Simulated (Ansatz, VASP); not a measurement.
# One calculation of TaF3, two programs

```
CELL_PARAMETERS angstrom
4.32223 0.00000 0.00000
-2.16112 3.74316 0.00000
0.00000 0.00000 3.04948
ATOMIC_POSITIONS crystal
Ta 0.00000 0.00000 0.00000
F 0.50000 0.00000 0.00000
F 0.00000 0.50000 0.00000
F 0.50000 0.50000 0.00000
```

Alike in both runs: task relaxation of cell and atoms; functional PBE; k mesh 6 × 6 × 6; occupations gaussian, width 0.1 eV; no spin polarisation.

|  | VASP | Ansatz |
| --- | --- | --- |
| version | VASP 6.6.1 | Ansatz 0.2.0 |
| potentials or method | VASP PAW PBE potentials, release 64 (Ta_pv, F), cutoff 600 eV | scalar-relativistic, plane waves, PAW |
| valence electrons in the cell | 32 | 34 |

|  | VASP | Ansatz | Ansatz less VASP |
| --- | --- | --- | --- |
| gap on the k mesh at the Fermi level, each at its own relaxed structure (eV) | none | none | - |
| relaxed volume (Å³/atom) | 11.60 | 11.64 | +0.041 |
| relaxed cell length with the largest relative difference (Å) | 2.853 | 2.862 | +0.0091 |

A gap of «none» marks a metal or a gap that the smearing closes. VASP's potentials hold 32 valence electrons a cell and Ansatz's 34, so a difference there can come from the potentials and not from the codes.

Spin-orbit coupling is off throughout.
